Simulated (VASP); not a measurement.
Crystal: Ba.

```
Ba
1.0
    -2.51000    2.51000    2.51000
     2.51000   -2.51000    2.51000
     2.51000    2.51000   -2.51000
Ba
1
Cartesian
  0.0000 0.0000 0.0000
```

Base run:

| Property | Result |
| --- | --- |
| Program | VASP 6.6.1 |
| Functional | PBEsol |
| Potentials or basis | VASP PAW PBE potentials, release 64 (Ba_sv) |
| Cutoff | 500 eV |
| k mesh | 23 × 23 × 23 |
| Occupations | methfessel-paxton, width 0.1 eV |
| Spin | no spin polarisation |

Its results: band gap on the k mesh zero (bands 5 and 6 overlap by 0.98 eV); pressure -0.6 GPa.

The run is repeated on the same cell with these changes: functional from PBEsol to PBE; k mesh from 23 × 23 × 23 to 15 × 15 × 15. What comes out?

Band gap on the k mesh zero (bands 5 and 6 overlap by 0.93 eV); pressure 0.0 GPa.

Several settings changed at once.

Caveats: spin-orbit coupling is left out, which moves the levels of the heavy elements; the PAW data sets were made with another functional, which shifts forces and pressure a little (at least some runs).
